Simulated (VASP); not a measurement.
# Li3SeF in VASP: further runs, part 2 of 2

VASP 6.6.1. Earlier steps stand in the parts before.

**3. Single point, r2SCAN**

This run uses another cell than the first one, of 12.76 Å³/atom, 0.994 times its volume.

The input, POSCAR:

```
Li3SeF
1.0
    3.9962740045      0.0000000000      0.0000000000
    0.0000000000      3.9962740045      0.0000000000
    0.0000000000      0.0000000000      3.9962740045
Li Se F
3 1 1
Direct
    0.5000000000      0.0000000000      0.5000000000
    0.5000000000      0.5000000000      0.0000000000
    0.0000000000      0.5000000000      0.5000000000
    0.0000000000      0.0000000000      0.0000000000
    0.5000000000      0.5000000000      0.5000000000
```

The input, INCAR.step1:

```
SYSTEM = Li3SeF
ALGO = Normal
EDIFF = 1E-4
ENCUT = 520
GGA = PE
ISMEAR = 0
LASPH = .True.
LCHARG = .False.
LREAL = .False.
LWAVE = .True.
NBANDS = 19
NELM = 80
PREC = Accurate
SIGMA = 0.02
```

The input, INCAR.step2:

```
SYSTEM = Li3SeF
ALGO = Normal
EDIFF = 1E-7
ENCUT = 520
ISIF = 2
ISMEAR = 0
ISTART = 1
LASPH = .True.
LCHARG = .False.
LMIXTAU = .True.
LREAL = .False.
LWAVE = .False.
METAGGA = R2SCAN
NBANDS = 19
NELM = 80
PREC = Accurate
SIGMA = 0.02
```

The input, KPOINTS:

```
k-points
0
Gamma
  6 6 6
  0 0 0
```

Potentials or basis: VASP PAW PBE potentials, release 64 (Li_sv, Se, F).

The run is started by

```bash
$ cat potpaw_PBE.64/Li_sv/POTCAR potpaw_PBE.64/Se/POTCAR potpaw_PBE.64/F/POTCAR > POTCAR
$ cp INCAR.step1 INCAR
$ mpirun -np 1 vasp_std > vasp.out
$ cp INCAR.step2 INCAR
$ mpirun -np 1 vasp_std > vasp.out
```

OUTCAR:

```text
SYSTEM = Li3SeF
   EDIFF = 1E-7
   ENCUT = 520
   ISIF = 2
   ISMEAR = 0
   ISTART = 1
   LASPH = .True.
   LREAL = .False.
   METAGGA = R2SCAN
   NELM = 80
   PREC = Accurate

 ion  position               nearest neighbor table
   1  0.500  0.000  0.500-   5 2.00   5 2.00
   2  0.500  0.500  0.000-   5 2.00   5 2.00
   3  0.000  0.500  0.500-   5 2.00   5 2.00
   4  0.000  0.000  0.000-
   5  0.500  0.500  0.500-   1 2.00   2 2.00   3 2.00   2 2.00   1 2.00   3 2.00

  LATTYP: Found a simple cubic cell.
 ALAT       =     3.9962740045

  Lattice vectors:

 A1 = (   3.9962740045,   0.0000000000,   0.0000000000)
 A2 = (   0.0000000000,   3.9962740045,   0.0000000000)
 A3 = (   0.0000000000,   0.0000000000,   3.9962740045)

Analysis of symmetry for initial positions (statically):
=====================================================================
 Subroutine PRICEL returns:
 Original cell was already a primitive cell.

 Routine SETGRP: Setting up the symmetry group for a
 simple cubic supercell.

 Subroutine GETGRP returns: Found 48 space group operations
 (whereof 48 operations were pure point group operations)
 out of a pool of 48 trial point group operations.

The static configuration has the point symmetry O_h .

Analysis of symmetry for dynamics (positions and initial velocities):
=====================================================================
 Subroutine PRICEL returns:
 Original cell was already a primitive cell.

 Routine SETGRP: Setting up the symmetry group for a
 simple cubic supercell.

 Subroutine GETGRP returns: Found 48 space group operations
 (whereof 48 operations were pure point group operations)
 out of a pool of 48 trial point group operations.

[... 117 lines left out ...]
   EFERMI_NEDOS =   21; number of points for ismear=-14 and -15
   IALGO  =     38    algorithm
   IMIX   =      4    mixing-type and parameters
     AMIX     =   0.40;   BMIX     =  1.00
     AMIX_MAG =   1.60;   BMIX_MAG =  1.00
  volume/ion in A,a.u.               =      12.76        86.14
  Fermi-wavevector in a.u.,A,eV,Ry     =   1.147873  2.169165 17.927202  1.317612
  Thomas-Fermi vector in A             =   2.284551
   LORBIT       =      0    0 simple, 1 ext, 2 COOP (PROOUT), +10 PAW based schemes
   METAGGA = R2SCAN    functional components
   LHFCALC =     F    Hartree Fock is set to
   AEXX    =    0.0000 exact exchange contribution
   IVDW    =     0    specifies the selected vdW correction
   LEPSILON=     F    determine dielectric tensor
   LRPA    =     F    only Hartree local field effects (RPA)
 non-spin polarized calculation
 Gauss-broadening in eV      SIGMA  =   0.02
  energy-cutoff  :      520.00
  volume of cell :       63.82
 maximum number of plane-waves:      1743
 NGX is ok and might be reduce to    30

 number of electron      21.9999950 magnetization

 Free energy of the ion-electron system (eV)
  ---------------------------------------------------
  ext. energy  EPLUGINS =         0.00000000
  ---------------------------------------------------
  free energy    TOTEN  =       -35.02403073 eV

  energy without entropy =      -35.02403073  energy(sigma->0) =      -35.02403073

 E-fermi :   2.5844     XC(G=0):  -9.6250

 val. band max:        2.3370895702   @ k =   0.5000   0.5000   0.0000
 cond. band min:       7.0756198529   @ k =   0.0000   0.0000   0.0000
 fundamental gap:      4.7385302827
 Fermi energy:         2.5843764825

 k-point     1 :       0.0000    0.0000    0.0000
  band No.  band energies     occupation
      1     -44.6375      2.00000
      2     -44.5889      2.00000
      3     -44.5889      2.00000
      4     -23.2127      2.00000
      5      -9.6613      2.00000
      6      -4.0811      2.00000
[... 417 lines left out ...]
      6      -3.7417      2.00000
[... 11 lines left out ...]
     18      13.3088      0.00000
     19      18.6131      0.00000

------------------------ aborting loop because EDIFF is reached ----------------------------------------

  FORCE on cell =-STRESS in cart. coord.  units (eV):
  Direction    XX          YY          ZZ          XY          YZ          ZX
  --------------------------------------------------------------------------------------
  -------------------------------------------------------------------------------------
  Total       -0.7126344     -0.7126344     -0.7126344      0.0000000      0.0000000     -0.0000000
  in kB      -17.8900507    -17.8900507    -17.8900507      0.0000000      0.0000000     -0.0000000
  external PRESSURE =     -17.8900507 kB  Pullay stress =       0.0000000 kB

 VOLUME and BASIS-vectors are now :
 -----------------------------------------------------------------------------
  energy-cutoff  :      520.00
  volume of cell :       63.82
      direct lattice vectors                 reciprocal lattice vectors
     3.996274005  0.000000000  0.000000000     0.250233092  0.000000000  0.000000000
     0.000000000  3.996274005  0.000000000     0.000000000  0.250233092  0.000000000
     0.000000000  0.000000000  3.996274005     0.000000000  0.000000000  0.250233092

 POSITION                                       TOTAL-FORCE (eV/Angst)
 -----------------------------------------------------------------------------------
      1.99814      0.00000      1.99814         0.000000      0.000000      0.000000
      1.99814      1.99814      0.00000         0.000000      0.000000      0.000000
      0.00000      1.99814      1.99814         0.000000      0.000000      0.000000
      0.00000      0.00000      0.00000         0.000000      0.000000      0.000000
      1.99814      1.99814      1.99814         0.000000      0.000000      0.000000
 -----------------------------------------------------------------------------------
    total drift:                                0.000000      0.000000      0.000000

  FREE ENERGIE OF THE ION-ELECTRON SYSTEM (eV)
  ---------------------------------------------------
  free  energy   TOTEN  =       -35.0240307279 eV

  energy  without entropy=      -35.0240307279  energy(sigma->0) =      -35.02403073
```

OUTCAR.step1:

```text
SYSTEM = Li3SeF
   EDIFF = 1E-4
   ENCUT = 520
   GGA = PE
   ISMEAR = 0
[... 666 lines left out ...]
      1.99814      1.99814      0.00000         0.000000      0.000000      0.000000
      0.00000      1.99814      1.99814         0.000000      0.000000      0.000000
      0.00000      0.00000      0.00000         0.000000      0.000000      0.000000
      1.99814      1.99814      1.99814         0.000000      0.000000      0.000000
 -----------------------------------------------------------------------------------
    total drift:                                0.000000      0.000000      0.000000

  FREE ENERGIE OF THE ION-ELECTRON SYSTEM (eV)
  ---------------------------------------------------
  free  energy   TOTEN  =       -20.4978967945 eV

  energy  without entropy=      -20.4978967945  energy(sigma->0) =      -20.49789679
```

OSZICAR.step1:

```text
N       E                     dE             d eps       ncg     rms          rms(c)
DAV:   1     0.129328973077E+03    0.12933E+03   -0.10666E+04   760   0.121E+03
DAV:   2    -0.594352376090E+01   -0.13527E+03   -0.13082E+03   932   0.291E+02
DAV:   3    -0.207931513079E+02   -0.14850E+02   -0.14758E+02  1455   0.679E+01
DAV:   4    -0.212812048589E+02   -0.48805E+00   -0.48766E+00   982   0.129E+01
DAV:   5    -0.212879056848E+02   -0.67008E-02   -0.67004E-02  1153   0.137E+00    0.564E+00
DAV:   6    -0.205100006553E+02    0.77791E+00   -0.21939E+00   857   0.958E+00    0.225E+00
DAV:   7    -0.205021835028E+02    0.78172E-02   -0.19266E-01  1111   0.225E+00    0.144E+00
DAV:   8    -0.204987569835E+02    0.34265E-02   -0.54440E-02  1084   0.178E+00    0.314E-01
DAV:   9    -0.204977898358E+02    0.96715E-03   -0.13023E-02  1037   0.838E-01    0.138E-01
DAV:  10    -0.204978333600E+02   -0.43524E-04   -0.17043E-03   965   0.305E-01    0.516E-02
DAV:  11    -0.204978967945E+02   -0.63434E-04   -0.89129E-05   705   0.716E-02
   1 F= -.20497897E+02 E0= -.20497897E+02  d E =-.226638E-13
```

Wall time 2.4 min (1 thread of Intel Xeon Platinum 8259CL at 2.50GHz (Skylake/Cascade Lake), shared host); peak memory 0.18 GiB.

What came out:

```
Free energy            : -35.0240 eV
Band gap on the k mesh : 4.74 eV, indirect (least direct gap 4.81 eV)
```

Levels at points of the mesh, in eV from the valence-band top:
```tsv
k point	band 7	band 8	band 9	band 10	band 11	band 12	band 13	band 14	band 15	band 16
(0.00, 0.00, 0.00)	-6.42	-6.42	-0.65	-0.65	-0.65	4.74	6.26	6.26	11.03	11.03
(0.50, 0.00, 0.00)	-6.31	-5.99	-2.84	-0.50	-0.50	5.74	5.76	7.34	7.34	9.28
(0.50, 0.50, 0.00)	-6.32	-6.25	-2.22	-2.22	0.00	4.81	4.82	7.10	7.10	11.83
(0.50, 0.50, 0.50)	-6.08	-6.08	-2.71	-2.71	-2.71	6.93	6.93	6.93	7.61	10.97
```

Caveat: the cutoff is under 1.25 times the usual one of these potentials, so pressure, stress and relaxed cells hold a basis-set (Pulay) error; the PAW data sets were made with another functional, which shifts forces and pressure a little. A k mesh can miss the band edges.

**4. Single point, PBE**

This run uses another cell than the first one: it holds 10 atoms, not 5.

The input, INCAR:

```
SYSTEM = Li3SeF
PREC = Accurate
ENCUT = 520
EDIFF = 1E-7
ISMEAR = 0
SIGMA = 0.1
LREAL = .False.
LASPH = .True.
NELM = 100
ALGO = Normal
ISIF = 2
LWAVE = .False.
LCHARG = .True.
GGA = PE
LELF = .True.
LVHAR = .True.
NBANDS = 33
```

The input, KPOINTS:

```
regular mesh
0
Gamma
  4 4 2
  0 0 0
```

The input, POSCAR:

```
Li3SeF
1.0
   -3.9962740045      0.0000000000      0.0000000000
    0.0000000000      0.0000000000     -3.9962740045
    0.0000000000     -7.9925480090      0.0000000000
Li Se F
6 2 2
Direct
    0.5000000000      0.5000000000      1.0000000000
    0.5000000000      0.5000000000      0.5000000000
    0.5000000000      0.0000000000      0.7500000000
    0.5000000000      1.0000000000      0.2500000000
    1.0000000000      0.5000000000      0.7500000000
    1.0000000000      0.5000000000      0.2500000000
    0.0000000000      1.0000000000      0.5000000000
    0.0000000000      1.0000000000      1.0000000000
    0.5000000000      0.5000000000      0.7500000000
    0.5000000000      0.5000000000      0.2500000000
```

The run is started by

```bash
$ cat potpaw_PBE.64/Li_sv/POTCAR potpaw_PBE.64/Se/POTCAR potpaw_PBE.64/F/POTCAR > POTCAR
$ mpirun -np 1 vasp_std > vasp.out
```

Wall time 65 s (1 thread of Intel Xeon Platinum 8259CL at 2.50GHz (Skylake/Cascade Lake), shared host); peak memory 0.23 GiB.

The run converged. Its results:

```
Free energy            : -40.9513 eV
Band gap on the k mesh : 3.75 eV
```

Levels at points of the mesh, in eV from the valence-band top:
```
           k point  band 19  band 20  band 21  band 22  band 23  band 24  band 25  band 26
(0.00, 0.00, 0.00)    -0.66    -0.66    -0.52    -0.52     3.75     4.90     5.11     5.59
(0.50, 0.00, 0.00)    -2.19    -0.52    -0.52     0.00     4.05     4.06     4.90     5.11
(0.50, 0.50, 0.00)    -2.71    -2.19    -2.19     0.00     4.05     4.06     6.16     6.16
(0.00, 0.00, 0.50)    -0.59    -0.59    -0.59    -0.59     4.41     4.41     5.33     5.33
(0.50, 0.00, 0.50)    -1.54    -1.54    -0.28    -0.28     4.47     4.47     5.01     5.01
(0.50, 0.50, 0.50)    -2.44    -2.44    -1.66    -1.66     4.65     4.65     6.23     6.23
```

Caveat: the cutoff is under 1.25 times the usual one of these potentials, so pressure, stress and relaxed cells hold a basis-set (Pulay) error. A k mesh can miss the band edges.

**5. The runs side by side**

```tsv
level	cell	k mesh	smearing	gap on the mesh (eV)
PBE	a = 3.999, b = 3.999, c = 4.014 Å, 5 atoms	4 × 4 × 4	gaussian 0.1 eV	3.70
r2SCAN	a = 3.996 Å, 5 atoms	6 × 6 × 6	gaussian 0.02 eV	4.74
PBE	a = 3.996, b = 3.996, c = 7.993 Å, 10 atoms	4 × 4 × 2	gaussian 0.1 eV	3.75
```

Alike in all rows: task single point; potentials or basis VASP PAW PBE potentials, release 64 (Li_sv, Se, F); no spin polarisation; cutoff (eV) 520.

Caveats: the cutoff is under 1.25 times the usual one of these potentials, so pressure, stress and relaxed cells hold a basis-set (Pulay) error; the PAW data sets were made with another functional, which shifts forces and pressure a little (some runs).

Total energies depend on the potentials used, so only differences within one code and one set of settings carry meaning.
